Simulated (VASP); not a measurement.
# BN (P6_3/mmc) in VASP: vibrations by perturbation theory with LDA

Aim: the vibrations by perturbation theory of BN with LDA.

Everything below comes from runs of VASP 6.6.1. Logs are shortened: lines on timing, memory, paths and dates and some standing lists are left out, and cuts for length are marked.

**1. The cell of the first run**

It takes space group P6_3/mmc (No. 194, hexagonal). Conventional cell: a = 2.504 Å, b = 2.504 Å, c = 6.661 Å, α = 90.00°, β = 90.00°, γ = 120.00°. Within 1.9 Å of B (site symmetry -6m2) lie 3 N at 1.45 Å. N (site symmetry -6m2) has 3 B at 1.45 Å within 1.9 Å.

**2. Vibrations by perturbation theory, LDA**

File INCAR:

```
SYSTEM = BN
PREC = Accurate ; ENCUT = 520
EDIFF = 1E-8 ; ISMEAR = 0
SIGMA = 0.01 ; LREAL = .False.
LASPH = .True. ; NELM = 100
ALGO = Normal ; ISIF = 2
LWAVE = .False. ; LCHARG = .False.
NBANDS = 16 ; IBRION = 8
NSW = 1 ; LEPSILON = .True.
```

File KPOINTS:

```
regular mesh
0
Gamma
  12 12 4
  0 0 0
```

File POSCAR:

```
BN
1.0
    2.5039900000      0.0000000000      0.0000000000
   -1.2519950000      2.1685189508      0.0000000000
    0.0000000000      0.0000000000      6.6612000000
B N
2 2
Direct
    0.3333333333      0.6666666667      0.2500000000
    0.6666666667      0.3333333333      0.7500000000
    0.3333333333      0.6666666667      0.7500000000
    0.6666666667      0.3333333333      0.2500000000
```

Potentials or basis: VASP PAW LDA potentials, release 64 (B, N).

Run with:

```sh
$ cat potpaw_LDA.64/B/POTCAR potpaw_LDA.64/N/POTCAR > POTCAR
$ mpirun -np 1 vasp_std > vasp.out
```

OUTCAR:

```text
SYSTEM = BN
   PREC = Accurate
   ENCUT = 520
   EDIFF = 1E-8
   ISMEAR = 0
   LREAL = .False.
   LASPH = .True.
   NELM = 100
   ISIF = 2
   IBRION = 8
   NSW = 1
   LEPSILON = .True.

 ion  position               nearest neighbor table
   1  0.333  0.667  0.250-   4 1.45   4 1.45   4 1.45
   2  0.667  0.333  0.750-   3 1.45   3 1.45   3 1.45
   3  0.333  0.667  0.750-   2 1.45   2 1.45   2 1.45
   4  0.667  0.333  0.250-   1 1.45   1 1.45   1 1.45

  LATTYP: Found a hexagonal cell.
 ALAT       =     2.5039900000
 C/A-ratio  =     2.6602342661

  Lattice vectors:

 A1 = (   2.5039900000,   0.0000000000,   0.0000000000)
 A2 = (  -1.2519950000,   2.1685189508,   0.0000000000)
 A3 = (   0.0000000000,   0.0000000000,   6.6612000000)

Analysis of symmetry for initial positions (statically):
=====================================================================
 Subroutine PRICEL returns:
 Original cell was already a primitive cell.

 Routine SETGRP: Setting up the symmetry group for a
 hexagonal supercell.

 Subroutine GETGRP returns: Found 24 space group operations
 (whereof 12 operations were pure point group operations)
 out of a pool of 24 trial point group operations.

The static configuration has the point symmetry D_3d.
 The point group associated with its full space group is D_6h.

Analysis of symmetry for dynamics (positions and initial velocities):
=====================================================================
 Subroutine PRICEL returns:
 Original cell was already a primitive cell.

 Routine SETGRP: Setting up the symmetry group for a
 hexagonal supercell.

 Subroutine GETGRP returns: Found 24 space group operations
 (whereof 12 operations were pure point group operations)
 out of a pool of 24 trial point group operations.

The dynamic configuration has the point symmetry D_3d.
 The point group associated with its full space group is D_6h.

 Subroutine INISYM returns: Found 24 space group operations
 (whereof 12 operations are pure point group operations),
 and found     1 'primitive' translations

----------------------------------------------------------------------------------------

                                     Primitive cell

  volume of cell :      36.1700

  direct lattice vectors                    reciprocal lattice vectors
     2.503990000  0.000000000  0.000000000     0.399362617  0.230572115  0.000000000
    -1.251995000  2.168518951  0.000000000     0.000000000  0.461144229  0.000000000
     0.000000000  0.000000000  6.661200000     0.000000000  0.000000000  0.150123101

  length of vectors
     2.503990000  2.503990000  6.661200000     0.461144229  0.461144229  0.150123101

  position of ions in fractional coordinates (direct lattice)
     0.333333333  0.666666667  0.250000000
     0.666666667  0.333333333  0.750000000
     0.333333333  0.666666667  0.750000000
     0.666666667  0.333333333  0.250000000

  ion indices of the primitive-cell ions
   primitive index   ion index
                 1           1
                 2           2
                 3           3
                 4           4

[... 643 lines left out ...]
    -0.00012 -0.00000  0.00000
     0.00000 -0.00012  0.00000
     0.00000  0.00000  0.00010

[... ionic steps 4 to 9 ...]

--------------------------------------- Ionic step       10  -------------------------------------------

------------------------ aborting loop because EDIFF is reached ----------------------------------------

[... ionic steps 11 to 11 ...]

--------------------------------------- Ionic step       12  -------------------------------------------

 Free energy of the ion-electron system (eV)
  ---------------------------------------------------
  ---------------------------------------------------
  free energy    TOTEN  =        -0.26481046 eV

  energy without entropy =       -0.26481046

------------------------ aborting loop because EDIFF is reached ----------------------------------------

 INTERNAL STRAIN TENSOR  FOR ION    3  DIRECTION 3   (eV/Angst):
 -----------------------------------------------------------------------------
     0.00181  0.00000 -0.00000
     0.00000  0.00181 -0.00000
     0.00000  0.00000 -0.00198

 MACROSCOPIC STATIC DIELECTRIC TENSOR (including local field effects in DFT)
 ------------------------------------------------------
           4.837802    -0.000000     0.000000
           0.000000     4.837802     0.000000
           0.000000    -0.000000     2.743585
 ------------------------------------------------------

 PIEZOELECTRIC TENSOR (including local field effects)  for field in x, y, z        (e  Angst)
          XX          YY          ZZ          XY          YZ          ZX
  --------------------------------------------------------------------------------
  x     0.00000     0.00000     0.00000     0.00000     0.00000     0.00000
  y     0.00000     0.00000     0.00000     0.00000     0.00000     0.00000
  z     0.00000     0.00000     0.00000     0.00000     0.00000     0.00000

 PIEZOELECTRIC TENSOR (including local field effects)  for field in x, y, z        (C/m^2)
          XX          YY          ZZ          XY          YZ          ZX
  --------------------------------------------------------------------------------
  x     0.00000     0.00000     0.00000     0.00000     0.00000     0.00000
  y     0.00000     0.00000     0.00000     0.00000     0.00000     0.00000
  z     0.00000     0.00000     0.00000     0.00000     0.00000     0.00000

 BORN EFFECTIVE CHARGES (including local field effects) (in |e|, cummulative output)
 ---------------------------------------------------------------------------------
 ion    1
    1     2.71027     0.00000     0.00000
    2     0.00000     2.71027     0.00000
    3    -0.00000    -0.00000     0.75796
 ion    2
    1     2.71027     0.00000     0.00000
    2     0.00000     2.71027     0.00000
    3     0.00000    -0.00000     0.75796
 ion    3
    1    -2.71027     0.00000     0.00000
    2     0.00000    -2.71027     0.00000
    3    -0.00000    -0.00000    -0.75796
 ion    4
    1    -2.71027     0.00000     0.00000
    2     0.00000    -2.71027     0.00000
    3    -0.00000    -0.00000    -0.75796

 INTERNAL STRAIN TENSOR FOR ION    4 for displacements in x,y,z  (eV/Angst):
          X           Y           Z          XY          YZ          ZX
  --------------------------------------------------------------------------------
  x     0.00000     0.00000     0.00000    12.15510     0.00000     0.00000
  y    12.15510   -12.15510     0.00000     0.00000     0.00000     0.00000
  z    -0.00000     0.00000     0.00000     0.00000     0.00000     0.00000

 SECOND DERIVATIVES (NOT SYMMETRIZED)
 ------------------------------------
               1X          1Y          1Z          2X          2Y          2Z          3X          3Y          3Z          4X          4Y          4Z
  1X   -40.836662    0.000000    0.000000    0.005886    0.000000    0.000000    0.012076   -0.000000    0.000000   40.818699    0.000000    0.000000
  1Y     0.000000  -40.836662    0.000000    0.000000    0.005886    0.000000    0.000000    0.012076    0.000000    0.000000   40.818699    0.000000
  1Z     0.000000   -0.000000  -13.966770    0.000000    0.000000    0.947571   -0.000000   -0.000000   -0.852410   -0.000000    0.000000   13.871608
  2X     0.005886    0.000000    0.000000  -40.836662    0.000000    0.000000   40.818699    0.000000    0.000000    0.012076   -0.000000    0.000000
  2Y     0.000000    0.005886    0.000000    0.000000  -40.836662    0.000000    0.000000   40.818699    0.000000    0.000000    0.012076    0.000000
  2Z     0.000000    0.000000    0.947571    0.000000   -0.000000  -13.966770   -0.000000    0.000000   13.871608   -0.000000   -0.000000   -0.852410
  3X     0.015008    0.000000    0.000000   40.825420    0.000000    0.000000  -40.893457    0.000000    0.000000    0.053029    0.000000    0.000000
  3Y     0.000000    0.015008    0.000000    0.000000   40.825420    0.000000    0.000000  -40.893457    0.000000    0.000000    0.053029    0.000000
  3Z     0.000000    0.000000   -0.836228    0.000000    0.000000   13.861435    0.000000    0.000000  -14.138429    0.000000    0.000000    1.113222
  4X    40.825420    0.000000    0.000000    0.015008    0.000000    0.000000    0.053029    0.000000    0.000000  -40.893457    0.000000    0.000000
  4Y     0.000000   40.825420    0.000000    0.000000    0.015008    0.000000    0.000000    0.053029    0.000000    0.000000  -40.893457    0.000000
  4Z     0.000000    0.000000   13.861435    0.000000    0.000000   -0.836228    0.000000    0.000000    1.113222    0.000000    0.000000  -14.138429

 Eigenvectors and eigenvalues of the dynamical matrix
 ----------------------------------------------------

   1 f  =   40.452145 THz   254.168325 2PiTHz 1349.338324 cm-1   167.296555 meV
             X         Y         Z           dx          dy          dz
     -0.000000  1.445679  1.665300    -0.530938   -0.000002    0.000000
      1.251995  0.722840  4.995900     0.530938    0.000002    0.000000
     -0.000000  1.445679  4.995900    -0.467017   -0.000002   -0.000000
      1.251995  0.722840  1.665300     0.467017    0.000002   -0.000000
[... 71 lines left out ...]
  12 f/i=    0.002613 THz     0.016417 2PiTHz    0.087154 cm-1     0.010806 meV
             X         Y         Z           dx          dy          dz
     -0.000000  1.445679  1.665300     0.000000   -0.000000    0.466814
      1.251995  0.722840  4.995900     0.000000   -0.000000    0.466814
     -0.000000  1.445679  4.995900     0.000000   -0.000000    0.531117
      1.251995  0.722840  1.665300     0.000000   -0.000000    0.531117

--------------------------------------------------------------------------------------------------------

 MACROSCOPIC STATIC DIELECTRIC TENSOR IONIC CONTRIBUTION
 ------------------------------------------------------
           1.799844    -0.000000     0.000000
          -0.000000     1.799844    -0.000000
           0.000000    -0.000000     0.441419
 ------------------------------------------------------

 ELASTIC MODULI CONTR FROM IONIC RELAXATION (kBar)
 Direction    XX          YY          ZZ          XY          YZ          ZX
 --------------------------------------------------------------------------------
 XX        -392.7724    392.7724     -0.0000     -0.0000     -0.0000     -0.0000
 YY         392.7724   -392.7724      0.0000      0.0000      0.0000      0.0000
 ZZ          -0.0000      0.0000     -0.0000      0.0000     -0.0000     -0.0000
 XY          -0.0000      0.0000      0.0000   -392.7724      0.0000      0.0000
 YZ          -0.0000      0.0000     -0.0000      0.0000     -0.0000     -0.0000
 ZX          -0.0000      0.0000     -0.0000      0.0000     -0.0000     -0.0000
 --------------------------------------------------------------------------------

 PIEZOELECTRIC TENSOR IONIC CONTR  for field in x, y, z        (C/m^2)
          XX          YY          ZZ          XY          YZ          ZX
  --------------------------------------------------------------------------------
  x     0.00000    -0.00000    -0.00000     0.00000    -0.00000    -0.00000
  y     0.00000    -0.00000    -0.00000    -0.00000    -0.00000    -0.00000
  z     0.00000    -0.00000    -0.00000    -0.00000    -0.00000    -0.00000
```

Run time: 12 min. Hardware: 1 thread of Intel Xeon Platinum 8259CL at 2.50GHz (Skylake/Cascade Lake), shared host; peak memory 0.43 GiB.

What came out:

| Item | Value |
| --- | --- |
| Electronic dielectric tensor (diagonal) | 4.84, 4.84, 2.74 |
| Born charges (mean of the diagonal) | B +2.06; N -2.06 e |
| Highest phonon frequency at Γ, LO-TO splitting left out | 1349 cm⁻¹ |

Phonon frequencies in cm⁻¹ (negative: imaginary):
| q point | frequencies |
| --- | --- |
| (0.000, 0.000, 0.000) | 0 0 0 43 43 90 762 814 1349 1349 1349 1349 |

Electronic dielectric tensor:
```
4.84 0.00 0.00
0.00 4.84 0.00
0.00 0.00 2.74
```

Born effective charge tensors (e):
atom 1, B
```
2.71 0.00 0.00
0.00 2.71 0.00
0.00 0.00 0.76
```
atom 2, B
```
2.71 0.00 0.00
0.00 2.71 0.00
0.00 0.00 0.76
```
atom 3, N
```
-2.71  0.00  0.00
 0.00 -2.71  0.00
 0.00  0.00 -0.76
```
atom 4, N
```
-2.71  0.00  0.00
 0.00 -2.71  0.00
 0.00  0.00 -0.76
```

Caveat: the cell stands under pressure or tension, which shifts response properties.
